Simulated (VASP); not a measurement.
# Si (Imma) in VASP: single point with LDA

Aim: the single point of Si with LDA.

Program: VASP 6.6.1. These are calculated values, not measurements. Logs are shortened: lines on timing, memory, paths and dates and some standing lists are left out, and cuts for length are marked.

## Step 1: The cell of the first run

It takes space group Imma (No. 74, orthorhombic). Conventional cell: a = 4.765 Å, b = 4.765 Å, c = 2.611 Å, α = 90.00°, β = 90.00°, γ = 90.00°. Si (site symmetry mm2) has 8 Si at 2.38 to 2.74 Å within 3.1 Å.

## Step 2: Single point, LDA (atoms displaced along a vibrational mode)

INCAR reads:

```
SYSTEM = Si
PREC     = Accurate       ! precision mode
ENCUT    = 520            ! plane-wave cutoff, eV
EDIFF    = 1E-6           ! SCF threshold, eV
ISMEAR   = 0              ! smearing method
SIGMA    = 0.15           ! smearing width, eV
LREAL    = .False.        ! projectors in reciprocal space
LASPH    = .True.         ! aspherical terms in the spheres
NELM     = 60             ! most SCF steps
ALGO     = Fast           ! electronic algorithm
ISIF     = 2              ! what is computed and relaxed
LWAVE    = .False.        ! write WAVECAR
LCHARG   = .False.        ! write CHGCAR
GGA      = CA             ! functional
NBANDS   = 11             ! bands
```

KPOINTS reads:

```
Automatic mesh
0
Gamma
  26 26 26
  0 0 0
```

POSCAR reads:

```
Si
1.0
   -2.3824154513      2.3824154513      1.3052992358
    2.3824154513     -2.3824154513      1.3052992358
    2.3824154513      2.3824154513     -1.3052992358
Si
2
Direct
    0.1350838215      0.6350838215      0.5000000000
    0.6149161785      0.6149161785      0.0000000000
```

Potentials or basis: VASP PAW LDA potentials, release 64 (Si).

On the command line:

```console
cat potpaw_LDA.64/Si/POTCAR > POTCAR
mpirun -np 1 vasp_std > vasp.out
```

OUTCAR:

```text
SYSTEM = Si
   PREC = Accurate
   ENCUT = 520
   EDIFF = 1E-6
   ISMEAR = 0
   LREAL = .False.
   LASPH = .True.
   NELM = 60
   ISIF = 2
   GGA = CA

 ion  position               nearest neighbor table
   1  0.135  0.635  0.500-   2 2.38   2 2.38   2 2.69   2 2.69   2 2.74   2 2.74
   2  0.615  0.615  0.000-   1 2.38   1 2.38   1 2.69   1 2.69   1 2.74   1 2.74

  LATTYP: Found a body centered tetragonal cell.
 ALAT       =     4.7648309026
 C/A-ratio  =     0.5478890070

  Lattice vectors:

 A1 = (  -2.3824154513,   2.3824154513,   1.3052992358)
 A2 = (   2.3824154513,  -2.3824154513,   1.3052992358)
 A3 = (   2.3824154513,   2.3824154513,  -1.3052992358)

Analysis of symmetry for initial positions (statically):
=====================================================================
 Subroutine PRICEL returns:
 Original cell was already a primitive cell.

 Routine SETGRP: Setting up the symmetry group for a
 body centered tetragonal supercell.

 Subroutine GETGRP returns: Found  8 space group operations
 (whereof  4 operations were pure point group operations)
 out of a pool of 16 trial point group operations.

The static configuration has the point symmetry C_2v.
 The point group associated with its full space group is D_2h.

Analysis of symmetry for dynamics (positions and initial velocities):
=====================================================================
 Subroutine PRICEL returns:
 Original cell was already a primitive cell.

 Routine SETGRP: Setting up the symmetry group for a
 body centered tetragonal supercell.

 Subroutine GETGRP returns: Found  8 space group operations
 (whereof  4 operations were pure point group operations)
 out of a pool of 16 trial point group operations.

The dynamic configuration has the point symmetry C_2v.
 The point group associated with its full space group is D_2h.

 Subroutine INISYM returns: Found  8 space group operations
 (whereof  4 operations are pure point group operations),
 and found     1 'primitive' translations

----------------------------------------------------------------------------------------

                                     Primitive cell

  volume of cell :      29.6350

  direct lattice vectors                    reciprocal lattice vectors
    -2.382415451  2.382415451  1.305299236     0.000000000  0.209871036  0.383053928
     2.382415451 -2.382415451  1.305299236     0.209871036  0.000000000  0.383053928
     2.382415451  2.382415451 -1.305299236     0.209871036  0.209871036  0.000000000

  length of vectors
     3.613255161  3.613255161  3.613255161     0.436779308  0.436779308  0.296802466

  position of ions in fractional coordinates (direct lattice)
     0.135083821  0.635083821  0.500000000
     0.614916179  0.614916179  0.000000000

  ion indices of the primitive-cell ions
   primitive index   ion index
                 1           1
                 2           2

----------------------------------------------------------------------------------------

 KPOINTS: Automatic mesh

Automatic generation of k-mesh.
 Grid dimensions read from file:
 generate k-points for:   26   26   26

 Generating k-lattice:

  Cartesian coordinates                     Fractional coordinates (reciprocal lattice)
     0.000000000  0.008071963  0.014732843     0.038461538  0.000000000 -0.000000000
     0.008071963  0.000000000  0.014732843     0.000000000  0.038461538 -0.000000000
     0.008071963  0.008071963  0.000000000     0.000000000  0.000000000  0.038461538

  Length of vectors
     0.016799204  0.016799204  0.011415479

  Shift w.r.t. Gamma in fractional coordinates (k-lattice)
     0.000000000  0.000000000  0.000000000

 Subroutine IBZKPT returns following result:
 ===========================================

 Found   2471 irreducible k-points:

 Following reciprocal coordinates:
            Coordinates               Weight
  0.000000  0.000000  0.000000      1.000000
  0.038462  0.000000  0.000000      4.000000
  0.038462  0.000000 -0.038462      4.000000
  0.076923  0.000000  0.000000      4.000000
  0.076923  0.000000 -0.076923      4.000000
  0.115385 -0.000000  0.000000      4.000000
[... 16 lines left out ...]
  0.423077 -0.000000 -0.423077      4.000000
  0.461538 -0.000000  0.000000      4.000000
 [... further k-points ...]
   k-points           NKPTS =   2471   k-points in BZ     NKDIM =   2471   number of bands    NBANDS=     11
   number of dos      NEDOS =    301   number of ions     NIONS =      2
   total plane-waves  NPLWV =  21952
   dimension x,y,z NGX =    28 NGY =   28 NGZ =   28
   dimension x,y,z NGXF=    56 NGYF=   56 NGZF=   56
   ions per type =               2
   NGX,Y,Z   is equivalent  to a cutoff of  12.88, 12.88, 12.88 a.u.
   NGXF,Y,Z  is equivalent  to a cutoff of  25.77, 25.77, 25.77 a.u.
 SYSTEM =  Si
   PREC   = accura    normal or accurate (medium, high low for compatibility)
   ISTART =      0    job   : 0-new  1-cont  2-samecut
   ICHARG =      2    charge: 1-file 2-atom 10-const
   ISPIN  =      1    spin polarized calculation?
   LNONCOLLINEAR =      F non collinear calculations
   LSORBIT =      F    spin-orbit coupling
   LASPH  =      T    aspherical Exc in radial PAW
   ENCUT  =  520.0 eV  38.22 Ry    6.18 a.u.   6.72  6.72  6.72*2*pi/ulx,y,z
   NELM   =     60;   NELMIN=  2; NELMDL= -5     # of ELM steps
   EDIFF  = 0.1E-05   stopping-criterion for ELM
   LREAL  =      F    real-space projection
[... 7 lines left out ...]
   TEBEG  =    0.0;   TEEND  =   0.0 temperature during run
   PSTRESS=    0.0 pullay stress
   NELECT =       8.0000    total number of electrons
   NUPDOWN=      -1.0000    fix difference up-down
   EMIN   =  10.00;   EMAX   =-10.00  energy-range for DOS
   EFERMI =   0.00;   METHOD = LEGACY
   ISMEAR =     0;   SIGMA  =   0.15  broadening in eV -4-tet -1-fermi 0-gaus
   EFERMI_NEDOS =   21; number of points for ismear=-14 and -15
   IALGO  =     68    algorithm
   IMIX   =      4    mixing-type and parameters
     AMIX     =   0.40;   BMIX     =  1.00
     AMIX_MAG =   1.60;   BMIX_MAG =  1.00
  volume/ion in A,a.u.               =      14.82        99.99
  Fermi-wavevector in a.u.,A,eV,Ry     =   1.058043  1.999411 15.231097  1.119454
  Thomas-Fermi vector in A             =   2.193337
   LORBIT       =      0    0 simple, 1 ext, 2 COOP (PROOUT), +10 PAW based schemes
   GGA     = CA    functional components
   LHFCALC =     F    Hartree Fock is set to
   AEXX    =    0.0000 exact exchange contribution
   IVDW    =     0    specifies the selected vdW correction
   LEPSILON=     F    determine dielectric tensor
   LRPA    =     F    only Hartree local field effects (RPA)
 non-spin polarized calculation
 RMM-DIIS sequential band-by-band and
 Gauss-broadening in eV      SIGMA  =   0.15
  energy-cutoff  :      520.00
  volume of cell :       29.64
 maximum number of plane-waves:       812
   NGX = 13   NGY = 13   NGZ = 13

 number of electron       8.0000000 magnetization

 Free energy of the ion-electron system (eV)
  ---------------------------------------------------
  ext. energy  EPLUGINS =         0.00000000
  ---------------------------------------------------
  free energy    TOTEN  =       -11.43121227 eV

  energy without entropy =      -11.42287511  energy(sigma->0) =      -11.42704369

 E-fermi :   9.5318     XC(G=0): -11.1058

 val. band max:        9.5303925114   @ k =  -0.1154  -0.3846   0.1154
 cond. band min:       9.5339802492   @ k =   0.1923   0.0769   0.0769
 fundamental gap:      0.0035877378
 Fermi energy:         9.5317720743

 k-point     1 :       0.0000    0.0000    0.0000
  band No.  band energies     occupation
      1      -4.4715      2.00000
      2       6.7112      2.00000
      3       7.0951      2.00000
      4       7.3855      2.00000
      5      10.9390      0.00000
      6      17.4536      0.00000
      7      17.9228      0.00000
      8      19.1106      0.00000
      9      19.1503      0.00000
     10      19.1877      0.00000
     11      20.3186      0.00000

 k-point     2 :       0.0385    0.0000    0.0000
  band No.  band energies     occupation
      1      -4.4309      2.00000
      2       6.5228      2.00000
      3       7.0748      2.00000
      4       7.6402      2.00000
      5      11.0378      0.00000
      6      17.0473      0.00000
      7      17.8543      0.00000
      8      18.5657      0.00000
      9      18.8273      0.00000
     10      19.4615      0.00000
     11      20.8137      0.00000

 k-point     3 :       0.0385    0.0000   -0.0385
  band No.  band energies     occupation
      1      -4.4309      2.00000
      2       6.6928      2.00000
      3       6.7950      2.00000
      4       7.7595      2.00000
      5      11.0292      0.00000
      6      17.0292      0.00000
      7      17.8944      0.00000
      8      18.6239      0.00000
      9      18.9385      0.00000
     10      19.2197      0.00000
     11      20.8044      0.00000

 k-point     4 :       0.0769    0.0000    0.0000
  band No.  band energies     occupation
      1      -4.3092      2.00000
      2       6.2311      2.00000
      3       7.0238      2.00000
      4       8.1278      2.00000
      5      11.3243      0.00000
      6      16.2197      0.00000
      7      17.4392      0.00000
      8      17.6122      0.00000
      9      18.2386      0.00000
     10      19.9317      0.00000
     11      20.8008      0.00000
[... 239 lines left out ...]
 k-point    22 :       0.4231   -0.0000    0.0000
  band No.  band energies     occupation
      1       0.3626      2.00000
      2       4.2915      2.00000
      3       6.7552      2.00000
      4       8.1194      2.00000
      5       8.6335      2.00000
      6      10.3393      0.00000
      7      14.6930      0.00000
      8      14.7833      0.00000
      9      17.5472      0.00000
     10      19.3203      0.00000
     11      22.0955      0.00000

 k-point    23 :       0.4231   -0.0000   -0.4231
  band No.  band energies     occupation
      1       0.3337      2.00000
      2       4.5353      2.00000
      3       6.7328      2.00000
      4       7.1022      2.00000
      5       9.0883      1.99997
      6      11.6037      0.00000
      7      13.5308      0.00000
      8      15.4145      0.00000
      9      16.3472      0.00000
     10      19.3741      0.00000
     11      22.9751      0.00000

 k-point    24 :       0.4615   -0.0000    0.0000
  band No.  band energies     occupation
      1       1.2594      2.00000
      2       3.2427      2.00000
      3       7.0878      2.00000
      4       8.0452      2.00000
      5       8.5562      2.00000
      6       9.6875      0.14197
      7      14.6782      0.00000
      8      14.7313      0.00000
      9      18.5523      0.00000
     10      20.6274      0.00000
     11      20.9171      0.00000

 [... further k-points ...]

------------------------ aborting loop because EDIFF is reached ----------------------------------------

  FORCE on cell =-STRESS in cart. coord.  units (eV):
  Direction    XX          YY          ZZ          XY          YZ          ZX
  --------------------------------------------------------------------------------------
  -------------------------------------------------------------------------------------
  Total       -1.1430581      1.4863080     -0.5924270      0.0000000      0.0000000      0.0000000
  in kB      -61.7979157     80.3552650    -32.0287769      0.0000000      0.0000000      0.0000000
  external PRESSURE =      -4.4904759 kB  Pullay stress =       0.0000000 kB

 VOLUME and BASIS-vectors are now :
 -----------------------------------------------------------------------------
  energy-cutoff  :      520.00
  volume of cell :       29.64
      direct lattice vectors                 reciprocal lattice vectors
    -2.382415451  2.382415451  1.305299236     0.000000000  0.209871036  0.383053928
     2.382415451 -2.382415451  1.305299236     0.209871036  0.000000000  0.383053928
     2.382415451  2.382415451 -1.305299236     0.209871036  0.209871036  0.000000000

 POSITION                                       TOTAL-FORCE (eV/Angst)
 -----------------------------------------------------------------------------------
      2.38242      0.00000      0.35265         0.000000     -0.000000      0.047801
      0.00000      0.00000      1.60530        -0.000000      0.000000     -0.047801
 -----------------------------------------------------------------------------------
    total drift:                                0.000000     -0.000000     -0.000000

  FREE ENERGIE OF THE ION-ELECTRON SYSTEM (eV)
  ---------------------------------------------------
  free  energy   TOTEN  =       -11.4312122663 eV

  energy  without entropy=      -11.4228751140  energy(sigma->0) =      -11.42704369
```

It took 14 min on 1 thread of Oxide Virtual Turin-like, shared host; peak memory 0.63 GiB.

Results:

| Property | Result |
| --- | --- |
| Free energy | -11.4312 eV |
| Pressure | -0.4 GPa |
| Largest force | 0.048 eV/Å |
| Band gap on the k mesh | zero (bands 4 and 5 overlap by 7.10 eV) |

Forces in eV/Å, atoms in the order of the input:
```
Si   0.000  0.000  0.048
Si   0.000  0.000 -0.048
```

Levels at points of the mesh, in eV from the Fermi level:
```tsv
k point	band 1	band 2	band 3	band 4	band 5	band 6	band 7	band 8	band 9
(0.00, 0.00, 0.00)	-14.00	-2.82	-2.44	-2.15	1.41	7.92	8.39	9.58	9.62
(0.50, 0.00, 0.00)	-7.34	-7.28	-2.04	-1.97	-0.57	-0.32	5.13	5.18	10.09
(0.50, 0.00, 0.50)	-7.78	-6.70	-2.27	-2.27	-1.26	1.64	3.87	5.73	8.07
(0.50, 0.50, 0.00)	-10.88	-10.88	0.21	0.21	2.43	2.43	8.01	8.01	10.42
(0.50, 0.50, 0.50)	-8.51	-8.44	-7.05	-6.92	5.38	6.72	12.50	13.64	13.72
```

Caveat: the cell differs from its parent crystal (atoms displaced along a vibrational mode); the stress differs along the axes, from -6 to 8 GPa.
